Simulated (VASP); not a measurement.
# C (R-3m) in VASP: single point with PBEsol

Aim: the single point of C with PBEsol.

All numbers are computed with VASP 6.6.1; they aren't measurements. Logs are shortened: lines on timing, memory, paths and dates and some standing lists are left out, and cuts for length are marked.

## (1) The cell of the first run

Symmetry: R-3m, No. 166, trigonal system. Conventional cell: a = 2.435 Å, b = 2.435 Å, c = 33.450 Å, α = 90.00°, β = 90.00°, γ = 120.00°. Within 1.9 Å of C (site symmetry 3m) lie 3 C at 1.41 Å. Within 1.9 Å of C (site symmetry 3m) lie 3 C at 1.41 Å.

## (2) Single point, PBEsol (equal xx and yy strain of -1 %)

INCAR

```
SYSTEM = C
PREC = Accurate
ENCUT = 520
EDIFF = 1E-6
ISMEAR = -1
SIGMA = 0.08
LREAL = .FALSE.
LASPH = .TRUE.
NELM = 60
ALGO = Normal
ISIF = 2
LWAVE = .FALSE.
LCHARG = .FALSE.
GGA = PS
NBANDS = 16
```

KPOINTS

```
regular mesh
0
G
  15 15 15
  0 0 0
```

POSCAR

```
C
1.0
    1.2176994656      0.7030391142     11.1500000000
   -1.2176994656      0.7030391142     11.1500000000
    0.0000000000     -1.4060782285     11.1500000000
C
4
Direct
    0.0500000000      0.0500000000      0.0500000000
    0.9500000000      0.9500000000      0.9500000000
    0.2830000000      0.2830000000      0.2830000000
    0.7170000000      0.7170000000      0.7170000000
```

Potentials or basis: VASP PAW PBE potentials, release 64 (C).

Launch:

```sh
cat potpaw_PBE.64/C/POTCAR > POTCAR
mpirun -np 1 vasp_std > vasp.out
```

OUTCAR:

```text
SYSTEM = C
   PREC = Accurate
   ENCUT = 520
   EDIFF = 1E-6
   ISMEAR = -1
   LREAL = .FALSE.
   LASPH = .TRUE.
   NELM = 60
   ISIF = 2
   GGA = PS

 ion  position               nearest neighbor table
   1  0.050  0.050  0.050-   4 1.41   4 1.41   4 1.41
   2  0.950  0.950  0.950-   3 1.41   3 1.41   3 1.41
   3  0.283  0.283  0.283-   2 1.41   2 1.41   2 1.41
   4  0.717  0.717  0.717-   1 1.41   1 1.41   1 1.41

  LATTYP: Found a trigonal (rhomboedric) cell.
 ALAT       =    11.2383075231
 COS(alpha) =     0.9765194426

  Lattice vectors:

 A1 = (   1.2176994656,   0.7030391142,  11.1500000000)
 A2 = (  -1.2176994656,   0.7030391142,  11.1500000000)
 A3 = (   0.0000000000,  -1.4060782285,  11.1500000000)

Analysis of symmetry for initial positions (statically):
=====================================================================
 Subroutine PRICEL returns:
 Original cell was already a primitive cell.

 Routine SETGRP: Setting up the symmetry group for a
 trigonal (rhombohedral) supercell.

 Subroutine GETGRP returns: Found 12 space group operations
 (whereof 12 operations were pure point group operations)
 out of a pool of 12 trial point group operations.

The static configuration has the point symmetry D_3d.

Analysis of symmetry for dynamics (positions and initial velocities):
=====================================================================
 Subroutine PRICEL returns:
 Original cell was already a primitive cell.

 Routine SETGRP: Setting up the symmetry group for a
 trigonal (rhombohedral) supercell.

 Subroutine GETGRP returns: Found 12 space group operations
 (whereof 12 operations were pure point group operations)
 out of a pool of 12 trial point group operations.

The dynamic configuration has the point symmetry D_3d.

 Subroutine INISYM returns: Found 12 space group operations
 (whereof 12 operations are pure point group operations),
 and found     1 'primitive' translations

----------------------------------------------------------------------------------------

                                     Primitive cell

  volume of cell :      57.2724

  direct lattice vectors                    reciprocal lattice vectors
     1.217699466  0.703039114 11.150000000     0.410610347  0.237065994  0.029895366
    -1.217699466  0.703039114 11.150000000    -0.410610347  0.237065994  0.029895366
     0.000000000 -1.406078228 11.150000000     0.000000000 -0.474131989  0.029895366

  length of vectors
    11.238307523 11.238307523 11.238307523     0.475073548  0.475073548  0.475073548

  position of ions in fractional coordinates (direct lattice)
     0.050000000  0.050000000  0.050000000
     0.950000000  0.950000000  0.950000000
     0.283000000  0.283000000  0.283000000
     0.717000000  0.717000000  0.717000000

  ion indices of the primitive-cell ions
   primitive index   ion index
                 1           1
                 2           2
                 3           3
                 4           4

----------------------------------------------------------------------------------------

 KPOINTS: regular mesh

Automatic generation of k-mesh.
 Grid dimensions read from file:
 generate k-points for:   15   15   15

 Generating k-lattice:

  Cartesian coordinates                     Fractional coordinates (reciprocal lattice)
     0.027374023  0.015804400  0.001993024     0.066666667  0.000000000  0.000000000
    -0.027374023  0.015804400  0.001993024     0.000000000  0.066666667  0.000000000
     0.000000000 -0.031608799  0.001993024     0.000000000  0.000000000  0.066666667

  Length of vectors
     0.031671570  0.031671570  0.031671570

  Shift w.r.t. Gamma in fractional coordinates (k-lattice)
     0.000000000  0.000000000  0.000000000

 Subroutine IBZKPT returns following result:
 ===========================================

 Found    344 irreducible k-points:

 Following reciprocal coordinates:
            Coordinates               Weight
  0.000000  0.000000  0.000000      1.000000
  0.066667  0.000000  0.000000      6.000000
  0.133333 -0.000000  0.000000      6.000000
  0.200000  0.000000 -0.000000      6.000000
  0.266667 -0.000000  0.000000      6.000000
  0.333333  0.000000 -0.000000      6.000000
[... 16 lines left out ...]
  0.133333  0.133333  0.000000      6.000000
  0.200000  0.133333 -0.000000     12.000000
 [... further k-points ...]
   k-points           NKPTS =    344   k-points in BZ     NKDIM =    344   number of bands    NBANDS=     16
   number of dos      NEDOS =    301   number of ions     NIONS =      4
   total plane-waves  NPLWV = 592704
   dimension x,y,z NGX =    84 NGY =   84 NGZ =   84
   dimension x,y,z NGXF=   168 NGYF=  168 NGZF=  168
   ions per type =               4
   NGX,Y,Z   is equivalent  to a cutoff of  12.43, 12.43, 12.43 a.u.
   NGXF,Y,Z  is equivalent  to a cutoff of  24.85, 24.85, 24.85 a.u.
 SYSTEM =  C
   PREC   = accura    normal or accurate (medium, high low for compatibility)
   ISTART =      0    job   : 0-new  1-cont  2-samecut
   ICHARG =      2    charge: 1-file 2-atom 10-const
   ISPIN  =      1    spin polarized calculation?
   LNONCOLLINEAR =      F non collinear calculations
   LSORBIT =      F    spin-orbit coupling
   LASPH  =      T    aspherical Exc in radial PAW
   ENCUT  =  520.0 eV  38.22 Ry    6.18 a.u.  20.90 20.90 20.90*2*pi/ulx,y,z
   NELM   =     60;   NELMIN=  2; NELMDL= -5     # of ELM steps
   EDIFF  = 0.1E-05   stopping-criterion for ELM
   LREAL  =      F    real-space projection
   EDIFFG = 0.1E-04   stopping-criterion for IOM
   NSW    =      0    number of steps for IOM
   IBRION =     -1    ionic relax: 0-MD 1-quasi-New 2-CG
   NFREE  =      0    steps in history (QN), initial steepest desc. (CG)
   ISIF   =      2    stress and relaxation
   ISYM   =      2    0-nonsym 1-usesym 2-fastsym
   POTIM  = 0.5000    time-step for ionic-motion
   TEBEG  =    0.0;   TEEND  =   0.0 temperature during run
   PSTRESS=    0.0 pullay stress
   NELECT =      16.0000    total number of electrons
   NUPDOWN=      -1.0000    fix difference up-down
   EMIN   =  10.00;   EMAX   =-10.00  energy-range for DOS
   EFERMI =   0.00;   METHOD = LEGACY
   ISMEAR =    -1;   SIGMA  =   0.08  broadening in eV -4-tet -1-fermi 0-gaus
   EFERMI_NEDOS =   21; number of points for ismear=-14 and -15
   IALGO  =     38    algorithm
   IMIX   =      4    mixing-type and parameters
     AMIX     =   0.40;   BMIX     =  1.00
     AMIX_MAG =   1.60;   BMIX_MAG =  1.00
  volume/ion in A,a.u.               =      14.32        96.62
  Fermi-wavevector in a.u.,A,eV,Ry     =   1.070203  2.022391 15.583228  1.145335
  Thomas-Fermi vector in A             =   2.205906
   LORBIT       =      0    0 simple, 1 ext, 2 COOP (PROOUT), +10 PAW based schemes
   GGA     = PS    functional components
   LHFCALC =     F    Hartree Fock is set to
   AEXX    =    0.0000 exact exchange contribution
   IVDW    =     0    specifies the selected vdW correction
   LEPSILON=     F    determine dielectric tensor
   LRPA    =     F    only Hartree local field effects (RPA)
 non-spin polarized calculation
  energy-cutoff  :      520.00
  volume of cell :       57.27
 maximum number of plane-waves:      1573
   NGX = 41   NGY = 41   NGZ = 41

 number of electron      16.0000000 magnetization

 Free energy of the ion-electron system (eV)
  ---------------------------------------------------
  ext. energy  EPLUGINS =         0.00000000
  ---------------------------------------------------
  free energy    TOTEN  =       -38.53540453 eV

  energy without entropy =      -38.53323615  energy(sigma->0) =      -38.53432034

 E-fermi :   1.2231     XC(G=0):  -7.0001

 val. band max:        1.2226248380   @ k =  -0.2667   0.4000   0.0667
 cond. band min:       1.5807168457   @ k =  -0.3333   0.3333   0.0000
 fundamental gap:      0.3580920077
 Fermi energy:         1.2230908983

 k-point     1 :       0.0000    0.0000    0.0000
  band No.  band energies     occupation
      1     -18.6207      2.00000
      2     -18.4687      2.00000
      3      -7.1550      2.00000
      4      -6.1664      2.00000
      5      -1.7489      2.00000
      6      -1.7489      2.00000
[... 8 lines left out ...]
     15       9.7866      0.00000
     16      11.5071      0.00000

 k-point     2 :       0.0667    0.0000    0.0000
  band No.  band energies     occupation
      1     -18.5128      2.00000
      2     -18.3617      2.00000
      3      -7.0236      2.00000
      4      -6.0389      2.00000
      5      -2.1818      2.00000
      6      -2.1678      2.00000
[... 8 lines left out ...]
     15      10.2563      0.00000
     16      11.6259      0.00000

 k-point     3 :       0.1333   -0.0000    0.0000
  band No.  band energies     occupation
      1     -18.1897      2.00000
      2     -18.0416      2.00000
      3      -6.6312      2.00000
      4      -5.6589      2.00000
      5      -3.3332      2.00000
      6      -3.3081      2.00000
[... 8 lines left out ...]
     15      11.5474      0.00000
     16      11.6093      0.00000

 k-point     4 :       0.2000    0.0000   -0.0000
  band No.  band energies     occupation
      1     -17.6536      2.00000
      2     -17.5105      2.00000
      3      -5.9840      2.00000
      4      -5.0370      2.00000
      5      -4.9152      2.00000
      6      -4.8744      2.00000
[... 8 lines left out ...]
     15      10.2669      0.00000
     16      12.5728      0.00000

 k-point     5 :       0.2667   -0.0000    0.0000
  band No.  band energies     occupation
      1     -16.9087      2.00000
      2     -16.7724      2.00000
      3      -6.6898      2.00000
      4      -6.6374      2.00000
      5      -5.0954      2.00000
      6      -4.1802      2.00000
[... 8 lines left out ...]
     15       9.8205      0.00000
     16      13.3674      0.00000

 k-point     6 :       0.3333    0.0000   -0.0000
  band No.  band energies     occupation
      1     -15.9618      2.00000
      2     -15.8342      2.00000
      3      -8.4999      2.00000
      4      -8.4335      2.00000
      5      -4.6153      2.00000
      6      -4.5901      2.00000
[... 8 lines left out ...]
     15      10.8147      0.00000
     16      14.3323      0.00000
[... 267 lines left out ...]
 k-point    21 :      -0.1333    0.0667    0.0000
  band No.  band energies     occupation
      1     -17.8677      2.00000
      2     -17.7227      2.00000
      3      -6.2417      2.00000
      4      -5.2825      2.00000
      5      -4.1886      2.00000
      6      -4.1621      2.00000
[... 8 lines left out ...]
     15      10.8401      0.00000
     16      12.2122      0.00000

 k-point    22 :      -0.0667    0.0667    0.0000
  band No.  band energies     occupation
      1     -18.2973      2.00000
      2     -18.1482      2.00000
      3      -6.7616      2.00000
      4      -5.7851      2.00000
      5      -2.9150      2.00000
      6      -2.9012      2.00000
[... 8 lines left out ...]
     15      10.9839      0.00000
     16      11.8753      0.00000

 k-point    23 :       0.1333    0.1333    0.0000
  band No.  band energies     occupation
      1     -18.1897      2.00000
      2     -18.0416      2.00000
      3      -6.6311      2.00000
      4      -5.6589      2.00000
      5      -3.3332      2.00000
      6      -3.3081      2.00000
[... 8 lines left out ...]
     15      11.5474      0.00000
     16      11.6108      0.00000

 k-point    24 :       0.2000    0.1333   -0.0000
  band No.  band energies     occupation
      1     -17.8677      2.00000
      2     -17.7226      2.00000
      3      -6.2416      2.00000
      4      -5.2825      2.00000
      5      -4.1886      2.00000
      6      -4.1621      2.00000
[... 8 lines left out ...]
     15      10.8355      0.00000
     16      12.2088      0.00000

 [... further k-points ...]

------------------------ aborting loop because EDIFF is reached ----------------------------------------

  FORCE on cell =-STRESS in cart. coord.  units (eV):
  Direction    XX          YY          ZZ          XY          YZ          ZX
  --------------------------------------------------------------------------------------
  -------------------------------------------------------------------------------------
  Total        2.9378631      2.9378631      0.1051634      0.0000000     -0.0000000      0.0000000
  in kB       82.1857286     82.1857286      2.9419112      0.0000000     -0.0000000      0.0000000
  external PRESSURE =      55.7711228 kB  Pullay stress =       0.0000000 kB

 VOLUME and BASIS-vectors are now :
 -----------------------------------------------------------------------------
  energy-cutoff  :      520.00
  volume of cell :       57.27
      direct lattice vectors                 reciprocal lattice vectors
     1.217699466  0.703039114 11.150000000     0.410610347  0.237065994  0.029895366
    -1.217699466  0.703039114 11.150000000    -0.410610347  0.237065994  0.029895366
     0.000000000 -1.406078228 11.150000000     0.000000000 -0.474131989  0.029895366

 POSITION                                       TOTAL-FORCE (eV/Angst)
 -----------------------------------------------------------------------------------
      0.00000     -0.00000      1.67250         0.000000     -0.000000      0.195124
      0.00000     -0.00000     31.77750         0.000000      0.000000     -0.195124
      0.00000     -0.00000      9.46635         0.000000     -0.000000      0.156403
      0.00000     -0.00000     23.98365         0.000000      0.000000     -0.156403
 -----------------------------------------------------------------------------------
    total drift:                                0.000000      0.000000     -0.000000

  FREE ENERGIE OF THE ION-ELECTRON SYSTEM (eV)
  ---------------------------------------------------
  free  energy   TOTEN  =       -38.5354045302 eV

  energy  without entropy=      -38.5332361517  energy(sigma->0) =      -38.53432034
```

Run time: 81 min. Hardware: 1 thread of Intel Xeon 6975P-C (Granite Rapids), shared host; peak memory 1.1 GiB.

Results:

| Property | Result |
| --- | --- |
| Free energy | -38.5354 eV |
| Pressure | 5.6 GPa |
| Largest force | 0.195 eV/Å |
| Band gap on the k mesh | zero (filled and empty bands touch) |

Forces on the atoms (eV/Å):
```
C    0.000  0.000  0.195
C    0.000  0.000 -0.195
C    0.000  0.000  0.156
C    0.000  0.000 -0.156
```

Stress tensor (GPa, compression positive):
```
8.22 0.00 0.00
0.00 8.22 0.00
0.00 0.00 0.29
```

Levels at points of the mesh, in eV from the Fermi level:
```csv
k point,band 6,band 7,band 8,band 9,band 10,band 11
"(0.00, 0.00, 0.00)",-2.97,-2.96,-2.96,3.09,5.01,6.00
```

Caveat: the cell differs from its parent crystal (equal xx and yy strain of -1 %); the stress differs along the axes, from 0 to 8 GPa; this functional lacks dispersion, which binds layers or chains, so the pressure and a relaxed spacing across them are unreliable; the PAW data sets were made with another functional, which shifts forces and pressure a little.

The gap in the log of VASP goes by the Fermi energy; the results here count the filled bands.